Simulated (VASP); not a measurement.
Set up this calculation in VASP 6.6.1, as the native input.

| Item | Value |
| --- | --- |
| Task | relaxation of cell and atoms |
| Functional | PBE |
| Dispersion | D3(BJ) |
| Potentials or basis | VASP PAW PBE potentials, release 64 (Sn_d, S) |
| Cutoff | 500 eV |
| k mesh | 6 × 6 × 4 |
| Occupations | fermi-dirac, width 0.1 eV |
| Spin | no spin polarisation |
| Dipole correction | no |
| Further INCAR settings | ALGO = Normal; EDIFF = 1e-07; IBRION = 2; EDIFFG = -0.01; NSW = 80; ISIF = 3 |

The structure of SnS2 (Berndtite-2T) lies in POSCAR:

```
SnS2
1.0
    3.6390000000      0.0000000000      0.0000000000
   -1.8195000000      3.1514664400      0.0000000000
    0.0000000000      0.0000000000      5.8680000000
Sn S
1 2
Direct
    0.0000000000      0.0000000000      0.0000000000
    0.3333333333      0.6666666667      0.2500000000
    0.6666666667      0.3333333333      0.7500000000
```

One way to write it, as run:

INCAR

```
SYSTEM = SnS2
PREC = Accurate
ENCUT = 500
EDIFF = 1E-7
ISMEAR = -1
SIGMA = 0.1
LREAL = .False.
LASPH = .True.
NELM = 120
ALGO = Normal
ISIF = 3
LWAVE = .False.
LCHARG = .False.
GGA = PE
IVDW = 12
IBRION = 2
NSW = 80
EDIFFG = -0.01
GGA_COMPAT = .False.
NELMIN = 4
```

KPOINTS

```
regular mesh
0
Gamma
  6 6 4
  0 0 0
```

Potentials or basis: VASP PAW PBE potentials, release 64 (Sn_d, S).

Launch:

```sh
$ cat potpaw_PBE.64/Sn_d/POTCAR potpaw_PBE.64/S/POTCAR > POTCAR
$ mpirun -np 1 vasp_std > vasp.out
```

It gave:

```yaml
Relaxed_volume: 22.52 Å³/atom
Relaxed_cell: a = 3.669 Å, b = 3.669 Å, c = 5.794 Å, α = 90.00°, β = 90.00°, γ = 120.00°
Space_group_after_relaxing_to_0.05_Å: P-3m1 (No. 164)
Energy_gained_by_relaxing: 3.2 meV/atom
Ionic_steps: 9
Pressure_after_relaxing: 0.0 GPa
Band_gap_on_the_k_mesh: 1.33 eV, indirect (least direct gap 1.72 eV)
Dispersion_energy_per_atom: -0.329 eV
```

Caveat: spin-orbit coupling is left out, which moves the levels of the heavy elements.

Wall time 96 s on 1 thread of Intel(R) Xeon(R) 6975P-C (Granite Rapids), on a shared host, peak memory 0.21 GiB.
